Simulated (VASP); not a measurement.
# W (Fm-3m) in VASP: further runs

Runs on W. Level: PBE. Tasks: relaxation of cell and atoms.

All numbers are computed with VASP 6.6.1; they aren't measurements. Logs are shortened: lines on timing, memory, paths and dates and some standing lists are left out, and cuts for length are marked.

**1. The cell of the first run**

The structure is cubic, space group Fm-3m (No. 225). The conventional cell has a = 3.990 Å, b = 3.990 Å, c = 3.990 Å, α = 90.00°, β = 90.00°, γ = 90.00°. W (site symmetry m-3m) has 12 W at 2.82 Å within 3.7 Å.

This isn't the form of W at room conditions, which is bcc.

**2. Relaxation of cell and atoms, PBE, target pressure 5 GPa, at which the enthalpy is minimised**

Contents of INCAR:

```
PREC = Accurate ; ENCUT = 500
EDIFF = 1E-7 ; ISMEAR = 0
SIGMA = 0.05 ; LREAL = F
LASPH = T ; NELM = 120
ALGO = Normal ; ISIF = 3
LWAVE = F ; LCHARG = F
GGA = PE ; IBRION = 2
NSW = 80 ; EDIFFG = -0.01
PSTRESS = 50.0 ; GGA_COMPAT = F
NELMIN = 4
```

Contents of KPOINTS:

```
regular mesh
0
Gamma
  11 11 11
```

Contents of POSCAR:

```
W
1.0
    0.0000000000      1.9950000000      1.9950000000
    1.9950000000      0.0000000000      1.9950000000
    1.9950000000      1.9950000000      0.0000000000
W
1
Direct
    0.0000000000      0.0000000000      0.0000000000
```

Potentials or basis: VASP PAW PBE potentials, release 64 (W_sv).

Launch:

```sh
> cat potpaw_PBE.64/W_sv/POTCAR > POTCAR
> mpirun -np 1 vasp_std > vasp.out
```

OUTCAR:

```text
PREC = Accurate
   ENCUT = 500
   EDIFF = 1E-7
   ISMEAR = 0
   LREAL = F
   LASPH = T
   NELM = 120
   ISIF = 3
   GGA = PE
   IBRION = 2
   NSW = 80
   EDIFFG = -0.01
   PSTRESS = 50.0
   NELMIN = 4

 ion  position               nearest neighbor table
   1  0.000  0.000  0.000-

  LATTYP: Found a face centered cubic cell.
 ALAT       =     3.9900000000

  Lattice vectors:

 A1 = (   0.0000000000,   1.9950000000,   1.9950000000)
 A2 = (   1.9950000000,   0.0000000000,   1.9950000000)
 A3 = (   1.9950000000,   1.9950000000,   0.0000000000)

Analysis of symmetry for initial positions (statically):
=====================================================================
 Subroutine PRICEL returns:
 Original cell was already a primitive cell.

 Routine SETGRP: Setting up the symmetry group for a
 face centered cubic supercell.

 Subroutine GETGRP returns: Found 48 space group operations
 (whereof 48 operations were pure point group operations)
 out of a pool of 48 trial point group operations.

The static configuration has the point symmetry O_h .

Analysis of symmetry for dynamics (positions and initial velocities):
=====================================================================
 Subroutine PRICEL returns:
 Original cell was already a primitive cell.

 Routine SETGRP: Setting up the symmetry group for a
 face centered cubic supercell.

 Subroutine GETGRP returns: Found 48 space group operations
 (whereof 48 operations were pure point group operations)
 out of a pool of 48 trial point group operations.

The dynamic configuration has the point symmetry O_h .

 Subroutine INISYM returns: Found 48 space group operations
 (whereof 48 operations are pure point group operations),
 and found     1 'primitive' translations

----------------------------------------------------------------------------------------

                                     Primitive cell

  volume of cell :      15.8803

  direct lattice vectors                    reciprocal lattice vectors
     0.000000000  1.995000000  1.995000000    -0.250626566  0.250626566  0.250626566
     1.995000000  0.000000000  1.995000000     0.250626566 -0.250626566  0.250626566
     1.995000000  1.995000000  0.000000000     0.250626566  0.250626566 -0.250626566

  length of vectors
     2.821356057  2.821356057  2.821356057     0.434097947  0.434097947  0.434097947

  position of ions in fractional coordinates (direct lattice)
     0.000000000  0.000000000  0.000000000

  ion indices of the primitive-cell ions
   primitive index   ion index
                 1           1

----------------------------------------------------------------------------------------

 KPOINTS: regular mesh

Automatic generation of k-mesh.
 Grid dimensions read from file:
 generate k-points for:   11   11   11

 Generating k-lattice:

  Cartesian coordinates                     Fractional coordinates (reciprocal lattice)
    -0.022784233  0.022784233  0.022784233     0.090909091  0.000000000  0.000000000
     0.022784233 -0.022784233  0.022784233     0.000000000  0.090909091  0.000000000
     0.022784233  0.022784233 -0.022784233     0.000000000  0.000000000  0.090909091

  Length of vectors
     0.039463450  0.039463450  0.039463450

  Shift w.r.t. Gamma in fractional coordinates (k-lattice)
     0.000000000  0.000000000  0.000000000

 Subroutine IBZKPT returns following result:
 ===========================================

 Found     56 irreducible k-points:

 Following reciprocal coordinates:
            Coordinates               Weight
  0.000000  0.000000  0.000000      1.000000
  0.090909  0.000000  0.000000      8.000000
  0.181818  0.000000  0.000000      8.000000
  0.272727  0.000000  0.000000      8.000000
  0.363636  0.000000  0.000000      8.000000
  0.454545  0.000000  0.000000      8.000000
[... 16 lines left out ...]
 -0.272727  0.181818  0.000000     24.000000
 -0.181818  0.181818  0.000000     12.000000
 [... further k-points ...]
   k-points           NKPTS =     56   k-points in BZ     NKDIM =     56   number of bands    NBANDS=     11
   number of dos      NEDOS =    301   number of ions     NIONS =      1
   total plane-waves  NPLWV =  13824
   dimension x,y,z NGX =    24 NGY =   24 NGZ =   24
   dimension x,y,z NGXF=    48 NGYF=   48 NGZF=   48
   ions per type =               1
   NGX,Y,Z   is equivalent  to a cutoff of  14.14, 14.14, 14.14 a.u.
   NGXF,Y,Z  is equivalent  to a cutoff of  28.28, 28.28, 28.28 a.u.
 SYSTEM =  unknown system
   PREC   = accura    normal or accurate (medium, high low for compatibility)
   ISTART =      0    job   : 0-new  1-cont  2-samecut
   ICHARG =      2    charge: 1-file 2-atom 10-const
   ISPIN  =      1    spin polarized calculation?
   LNONCOLLINEAR =      F non collinear calculations
   LSORBIT =      F    spin-orbit coupling
   LASPH  =      T    aspherical Exc in radial PAW
   ENCUT  =  500.0 eV  36.75 Ry    6.06 a.u.   5.14  5.14  5.14*2*pi/ulx,y,z
   NELM   =    120;   NELMIN=  4; NELMDL= -5     # of ELM steps
   EDIFF  = 0.1E-06   stopping-criterion for ELM
   LREAL  =      F    real-space projection
   EDIFFG = -.1E-01   stopping-criterion for IOM
   NSW    =     80    number of steps for IOM
   IBRION =      2    ionic relax: 0-MD 1-quasi-New 2-CG
   NFREE  =      1    steps in history (QN), initial steepest desc. (CG)
   ISIF   =      3    stress and relaxation
   ISYM   =      2    0-nonsym 1-usesym 2-fastsym
   POTIM  = 0.5000    time-step for ionic-motion
   TEBEG  =    0.0;   TEEND  =   0.0 temperature during run
   PSTRESS=   50.0 pullay stress
   NELECT =      14.0000    total number of electrons
   NUPDOWN=      -1.0000    fix difference up-down
   EMIN   =  10.00;   EMAX   =-10.00  energy-range for DOS
   EFERMI =   0.00;   METHOD = LEGACY
   ISMEAR =     0;   SIGMA  =   0.05  broadening in eV -4-tet -1-fermi 0-gaus
   EFERMI_NEDOS =   21; number of points for ismear=-14 and -15
   IALGO  =     38    algorithm
   IMIX   =      4    mixing-type and parameters
     AMIX     =   0.40;   BMIX     =  1.00
     AMIX_MAG =   1.60;   BMIX_MAG =  1.00
  volume/ion in A,a.u.               =      15.88       107.17
  Fermi-wavevector in a.u.,A,eV,Ry     =   1.569753  2.966403 33.526442  2.464124
  Thomas-Fermi vector in A             =   2.671588
   LORBIT       =      0    0 simple, 1 ext, 2 COOP (PROOUT), +10 PAW based schemes
   GGA     = PE    functional components
   LHFCALC =     F    Hartree Fock is set to
   AEXX    =    0.0000 exact exchange contribution
   IVDW    =     0    specifies the selected vdW correction
   LEPSILON=     F    determine dielectric tensor
   LRPA    =     F    only Hartree local field effects (RPA)
 conjugate gradient relaxation of ions
 non-spin polarized calculation
 Gauss-broadening in eV      SIGMA  =   0.05
  energy-cutoff  :      500.00
  volume of cell :       15.88
 maximum number of plane-waves:       415
 NGX is ok and might be reduce to    24
   NGX = 11   NGY = 11   NGZ = 11

--------------------------------------- Ionic step        1  -------------------------------------------

 number of electron      14.0000000 magnetization

 Free energy of the ion-electron system (eV)
  ---------------------------------------------------
  ext. energy  EPLUGINS =         0.00000000
  ---------------------------------------------------
  free energy    TOTEN  =       -12.46105285 eV

  energy without entropy =      -12.46032300  energy(sigma->0) =      -12.46068793

------------------------ aborting loop because EDIFF is reached ----------------------------------------

  FORCE on cell =-STRESS in cart. coord.  units (eV):
  Direction    XX          YY          ZZ          XY          YZ          ZX
  --------------------------------------------------------------------------------------
  -------------------------------------------------------------------------------------
  Total        1.1458293      1.1458293      1.1458293      0.0000000      0.0000000      0.0000000
  in kB      115.6037159    115.6037159    115.6037159      0.0000000      0.0000000      0.0000000
  external PRESSURE =      65.6037159 kB  Pullay stress =      50.0000000 kB

 VOLUME and BASIS-vectors are now :
 -----------------------------------------------------------------------------
  energy-cutoff  :      500.00
  volume of cell :       15.88
      direct lattice vectors                 reciprocal lattice vectors
     0.000000000  1.995000000  1.995000000    -0.250626566  0.250626566  0.250626566
     1.995000000  0.000000000  1.995000000     0.250626566 -0.250626566  0.250626566
     1.995000000  1.995000000  0.000000000     0.250626566  0.250626566 -0.250626566
[... 7 lines left out ...]
  FREE ENERGIE OF THE ION-ELECTRON SYSTEM (eV)
  ---------------------------------------------------
  free  energy   TOTEN  =       -12.4610528543 eV

  energy  without entropy=      -12.4603230026  energy(sigma->0) =      -12.46068793

  enthalpy is  TOTEN    =       -11.9654678946 eV   P V=        0.4955849597

--------------------------------------- Ionic step        2  -------------------------------------------

 number of electron      13.9999998 magnetization

 E-fermi :   9.7183     XC(G=0): -13.1033

 val. band max:        9.6880921615   @ k =  -0.2727   0.0909   0.0000
 cond. band min:       9.7355187605   @ k =   0.1818   0.0909   0.0000
 fundamental gap:      0.0474265989
 Fermi energy:         9.7183055037

 k-point     1 :       0.0000    0.0000    0.0000
  band No.  band energies     occupation
      1     -64.0923      2.00000
      2     -27.7918      2.00000
      3     -27.7918      2.00000
      4     -27.7918      2.00000
      5       1.0100      2.00000
      6       9.2029      2.00000
      7       9.2029      2.00000
      8       9.2029      2.00000
      9      12.0706      0.00000
     10      12.0706      0.00000
     11      22.3924      0.00000

 k-point     2 :       0.0909    0.0000    0.0000
  band No.  band energies     occupation
      1     -64.0859      2.00000
      2     -27.8701      2.00000
      3     -27.8020      2.00000
      4     -27.8020      2.00000
      5       1.3447      2.00000
      6       8.9567      2.00000
      7       9.3533      2.00000
      8       9.3533      2.00000
      9      11.9447      0.00000
     10      11.9447      0.00000
     11      23.0453      0.00000
[... 373 lines left out ...]
  FREE ENERGIE OF THE ION-ELECTRON SYSTEM (eV)
  ---------------------------------------------------
  free  energy   TOTEN  =       -12.4776953673 eV

  energy  without entropy=      -12.4768929450  energy(sigma->0) =      -12.47729416

  enthalpy is  TOTEN    =       -11.9718521598 eV   P V=        0.5058432074

--------------------------------------- Ionic step        4  -------------------------------------------

 number of electron      14.0000001 magnetization

 Free energy of the ion-electron system (eV)
  ---------------------------------------------------
  ext. energy  EPLUGINS =         0.00000000
  ---------------------------------------------------
  free energy    TOTEN  =       -12.47739734 eV

  energy without entropy =      -12.47659707  energy(sigma->0) =      -12.47699721

 E-fermi :  10.6558     XC(G=0): -13.5088

 val. band max:       10.6140118144   @ k =  -0.2727   0.0909   0.0000
 cond. band min:      10.6795321185   @ k =   0.1818   0.0909   0.0000
 fundamental gap:      0.0655203042
 Fermi energy:        10.6557843482

 k-point     1 :       0.0000    0.0000    0.0000
  band No.  band energies     occupation
      1     -62.9840      2.00000
      2     -26.5972      2.00000
      3     -26.5972      2.00000
      4     -26.5972      2.00000
      5       1.6085      2.00000
      6      10.0940      2.00000
      7      10.0940      2.00000
      8      10.0940      2.00000
      9      13.2774      0.00000
     10      13.2774      0.00000
     11      23.4724      0.00000

 k-point     2 :       0.0909    0.0000    0.0000
  band No.  band energies     occupation
      1     -62.9751      2.00000
      2     -26.6988      2.00000
      3     -26.6102      2.00000
      4     -26.6102      2.00000
      5       1.9730      2.00000
      6       9.8206      2.00000
      7      10.2592      2.00000
      8      10.2592      2.00000
      9      13.1306      0.00000
     10      13.1306      0.00000
     11      24.1908      0.00000
[... 330 lines left out ...]
 POSITION                                       TOTAL-FORCE (eV/Angst)
 -----------------------------------------------------------------------------------
      0.00000      0.00000      0.00000         0.000000      0.000000      0.000000
 -----------------------------------------------------------------------------------
    total drift:                               -0.000000      0.000000      0.000000

  FREE ENERGIE OF THE ION-ELECTRON SYSTEM (eV)
  ---------------------------------------------------
  free  energy   TOTEN  =       -12.4773973395 eV

  energy  without entropy=      -12.4765970743  energy(sigma->0) =      -12.47699721

  enthalpy is  TOTEN    =       -11.9718589050 eV   P V=        0.5055384346

 reached required accuracy - stopping structural energy minimisation
```

Run time: 21 s. Hardware: 1 thread of Intel Xeon Platinum 8375C at 2.90GHz (Ice Lake), shared host; peak memory 0.15 GiB.

Results:

```
Free energy                                                : -12.4774 eV
Relaxed volume                                             : 16.20 Å³/atom
Relaxed cell                                               : a = 2.840 Å, b = 2.840 Å, c = 2.840 Å, α = 60.00°, β = 60.00°, γ = 60.00°
Space group after relaxing (to 0.1 Å)                      : Fm-3m (No. 225)
Energy change on relaxing (the run minimises the enthalpy) : -16.3 meV/atom
Ionic steps                                                : 4
Pressure after relaxing                                    : 5.0 GPa
Band gap on the k mesh                                     : zero (bands 7 and 8 overlap by 3.30 eV)
```

Step by step:
| step | energy change (eV) | largest force (eV/Å) | pressure (GPa) | volume (Å³) |
| --- | --- | --- | --- | --- |
| 1 | 0.0000 | 0.0000 | 11.56 | 15.88 |
| 2 | 0.0258 | 0.0000 | -14.69 | 17.42 |
| 3 | -0.0166 | 0.0000 | 4.80 | 16.21 |
| 4 | -0.0163 | 0.0000 | 4.99 | 16.20 |

Final structure:
```
W
1.0
     0.00000    2.00827    2.00827
     2.00827    0.00000    2.00827
     2.00827    2.00827    0.00000
W
1
Direct
  0.00000 0.00000 0.00000
```

Levels at points of the mesh, in eV from the Fermi level:
| k point | band 5 | band 6 | band 7 | band 8 | band 9 | band 10 |
| --- | --- | --- | --- | --- | --- | --- |
| (0.00, 0.00, 0.00) | -9.05 | -0.56 | -0.56 | -0.56 | 2.62 | 2.62 |

Caveat: the cell is relaxed towards a set pressure, so the run minimises the enthalpy, not the energy; spin-orbit coupling is left out, which moves the levels of the heavy elements.

**3. Relaxation of cell and atoms, PBE, target pressure 10 GPa, at which the enthalpy is minimised**

Edit INCAR of step 2 so:

```diff
@@ -8,3 +8,3 @@
 NSW = 80 ; EDIFFG = -0.01
-PSTRESS = 50.0 ; GGA_COMPAT = F
+PSTRESS = 100.0 ; GGA_COMPAT = F
 NELMIN = 4
```

Contents of KPOINTS:

```
Automatic mesh
0
Gamma
  11 11 11
```

POSCAR is that of step 2.

Potentials or basis: VASP PAW PBE potentials, release 64 (W_sv).

Launch:

```sh
> cat potpaw_PBE.64/W_sv/POTCAR > POTCAR
> mpirun -np 1 vasp_std > vasp.out
```

Wall time 16 s (1 thread of Intel Xeon Platinum 8375C at 2.90GHz (Ice Lake), shared host); peak memory 0.14 GiB.

Results (log left out):

```
Free energy                                                : -12.4660 eV
Relaxed volume                                             : 15.95 Å³/atom
Relaxed cell                                               : a = 2.826 Å, b = 2.826 Å, c = 2.826 Å, α = 60.00°, β = 60.00°, γ = 60.00°
Space group after relaxing (to 0.1 Å)                      : Fm-3m (No. 225)
Energy change on relaxing (the run minimises the enthalpy) : -4.9 meV/atom
Ionic steps                                                : 3
Pressure after relaxing                                    : 10.0 GPa
Band gap on the k mesh                                     : zero (bands 7 and 8 overlap by 3.41 eV)
```

Step by step:
| step | energy change (eV) | largest force (eV/Å) | pressure (GPa) | volume (Å³) |
| --- | --- | --- | --- | --- |
| 1 | 0.0000 | 0.0000 | 11.56 | 15.88 |
| 2 | -0.0175 | 0.0000 | 4.23 | 16.24 |
| 3 | -0.0049 | 0.0000 | 10.00 | 15.95 |

Final structure:
```
CELL_PARAMETERS angstrom
0.00000 1.99805 1.99805
1.99805 0.00000 1.99805
1.99805 1.99805 0.00000
ATOMIC_POSITIONS crystal
W 0.00000 0.00000 0.00000
```

Levels at points of the mesh, in eV from the Fermi level:
| k point | band 4 | band 5 | band 6 | band 7 | band 8 | band 9 | band 10 | band 11 |
| --- | --- | --- | --- | --- | --- | --- | --- | --- |
| (0.00, 0.00, 0.00) | -37.20 | -9.12 | -0.57 | -0.57 | -0.57 | 2.68 | 2.68 | 12.85 |

Caveat: the cell is relaxed towards a set pressure, so the run minimises the enthalpy, not the energy; spin-orbit coupling is left out, which moves the levels of the heavy elements.

**4. Relaxation of cell and atoms, PBE, target pressure 20 GPa, at which the enthalpy is minimised**

Contents of INCAR:

```
SYSTEM = W
PREC = Accurate
ENCUT = 500
EDIFF = 1E-7
ISMEAR = 0
SIGMA = 0.05
LREAL = .FALSE.
LASPH = .TRUE.
NELM = 120
ALGO = Normal
ISIF = 3
LWAVE = .FALSE.
LCHARG = .FALSE.
GGA = PE
IBRION = 2
NSW = 80
EDIFFG = -0.01
PSTRESS = 200.0
GGA_COMPAT = .FALSE.
NELMIN = 4
```

Contents of KPOINTS:

```
Automatic mesh
0
G
  11 11 11
  0 0 0
```

POSCAR is that of step 3.

Launch:

```sh
> cat potpaw_PBE.64/W_sv/POTCAR > POTCAR
> mpirun -np 1 vasp_std > vasp.out
```

Run time: 23 s. Hardware: 1 thread of Intel Xeon Platinum 8375C at 2.90GHz (Ice Lake), shared host; peak memory 0.15 GiB.

It converged, with:

| Item | Value |
| --- | --- |
| Free energy | -12.4254 eV |
| Relaxed volume | 15.52 Å³/atom |
| Relaxed cell | a = 2.800 Å, b = 2.800 Å, c = 2.800 Å, α = 60.00°, β = 60.00°, γ = 60.00° |
| Space group after relaxing (to 0.1 Å) | Fm-3m (No. 225) |
| Energy change on relaxing (the run minimises the enthalpy) | +35.7 meV/atom |
| Ionic steps | 4 |
| Pressure after relaxing | 20.0 GPa |
| Band gap on the k mesh | zero (bands 7 and 8 overlap by 3.62 eV) |

The path:
| step | energy change (eV) | largest force (eV/Å) | pressure (GPa) | volume (Å³) |
| --- | --- | --- | --- | --- |
| 1 | 0.0000 | 0.0000 | 11.56 | 15.88 |
| 2 | 0.4129 | 0.0000 | 64.55 | 14.03 |
| 3 | 0.0334 | 0.0000 | 19.51 | 15.53 |
| 4 | 0.0357 | 0.0000 | 19.96 | 15.52 |

Final structure:
```
W
1.0
     0.00000    1.97960    1.97960
     1.97960    0.00000    1.97960
     1.97960    1.97960    0.00000
W
1
Direct
  0.00000 0.00000 0.00000
```

Levels at points of the mesh, in eV from the Fermi level:
| k point | band 5 | band 6 | band 7 | band 8 | band 9 | band 10 |
| --- | --- | --- | --- | --- | --- | --- |
| (0.00, 0.00, 0.00) | -9.24 | -0.59 | -0.59 | -0.59 | 2.79 | 2.79 |

Caveat: the cell is relaxed towards a set pressure, so the run minimises the enthalpy, not the energy; spin-orbit coupling is left out, which moves the levels of the heavy elements.

**5. Overview**

```tsv
cell	gap on the mesh (eV)	pressure (GPa)
relaxed to 5 GPa	none	5.0
relaxed to 10 GPa	none	10.0
relaxed to 20 GPa	none	20.0
```

Alike in all rows: task relaxation of cell and atoms; level PBE; potentials or basis VASP PAW PBE potentials, release 64 (W_sv); no spin polarisation; k mesh 11 × 11 × 11; cutoff (eV) 500; smearing gaussian 0.05 eV.

Caveats: the cell is relaxed towards a set pressure, so the run minimises the enthalpy, not the energy; spin-orbit coupling is left out, which moves the levels of the heavy elements.

Total energies depend on the potentials used, so only differences within one code and one set of settings carry meaning.
